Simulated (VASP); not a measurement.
Set up this calculation in VASP 6.6.1, as the native input.

```
Task                   : single point
Functional             : PBE
Potentials or basis    : VASP PAW PBE potentials, release 64 (Pb_d, S)
Cutoff                 : 520 eV
k mesh                 : 6 × 6 × 6
Occupations            : gaussian, width 0.01 eV
Spin                   : no spin polarisation
Dipole correction      : no
Further INCAR settings : ALGO = Normal; EDIFF = 1e-06; NBANDS = 17
```

The structure of PbS (Galena) lies in POSCAR:

```
PbS
1.0
    0.0000000000      2.9657500000      2.9657500000
    2.9657500000      0.0000000000      2.9657500000
    2.9657500000      2.9657500000      0.0000000000
Pb S
1 1
Direct
    0.0000000000      0.0000000000      0.0000000000
    0.5000000000      0.5000000000      0.5000000000
```

These files were run (other wordings do the same):

INCAR

```
PREC = Accurate
ENCUT = 520
EDIFF = 1E-6
ISMEAR = 0
SIGMA = 0.01
LREAL = False
LASPH = True
NELM = 80
ALGO = Normal
ISIF = 2
LWAVE = False
LCHARG = True
GGA = PE
LELF = True
LVHAR = True
NBANDS = 17
```

KPOINTS

```
regular mesh
0
Gamma
  6 6 6
```

Potentials or basis: VASP PAW PBE potentials, release 64 (Pb_d, S).

Command:

```bash
$ cat potpaw_PBE.64/Pb_d/POTCAR potpaw_PBE.64/S/POTCAR > POTCAR
$ mpirun -np 1 vasp_std > vasp.out
```

It gave:

```yaml
Pressure: 2.1 GPa
Band_gap_on_the_k_mesh: 0.37 eV, direct
```

Caveat: spin-orbit coupling is left out, which moves the levels of the heavy elements.

Run time: 8.2 s on 1 thread of AMD EPYC 9R45 96-Core Processor (Zen 5) (shared host), peak memory 0.15 GiB.
